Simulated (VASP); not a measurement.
Y: single point with LDA

The system is Y.

```xyz
2
Lattice="3.6393 0.0000 0.0000 -1.8196 3.1517 0.0000 0.0000 0.0000 5.7282" Properties=species:S:1:pos:R:3 pbc="T T T"
Y     0.0000    2.1011    1.4320
Y     1.8196    1.0506    4.2961
```

This cell differs from its parent crystal: volume scaled by 0.99.

```yaml
Program: VASP 6.6.1
Task: single point
Functional: LDA
Potentials_or_basis: VASP PAW LDA potentials, release 64 (Y_sv)
Cutoff: 520 eV
k_mesh: 12 × 12 × 7
Occupations: fermi-dirac, width 0.08 eV
Spin: no spin polarisation
Dipole_correction: no
Further_INCAR_settings: ALGO = Normal; EDIFF = 1e-06; NBANDS = 18
```

```
Pressure               : -3.7 GPa
Band gap on the k mesh : zero (band 11 reaches 3.77 eV, above the bottom of band 12 at 2.42 eV)
```

Stress tensor (GPa, compression positive):
```
-3.48  0.00  0.00
 0.00 -3.48  0.00
 0.00  0.00 -4.05
```

Levels at points of the mesh, in eV from the Fermi level:
```
           k point  band 9  band 10  band 11  band 12  band 13  band 14
(0.00, 0.00, 0.00)   -4.68    -1.89     0.95     1.70     1.70     1.96
(0.50, 0.00, 0.00)   -1.68    -1.20    -0.83    -0.05     1.37     1.42
```

Wall time 43 s on 1 thread of Intel(R) Xeon(R) Platinum 8488C (Sapphire Rapids), with other jobs on the host, peak memory 0.21 GiB.
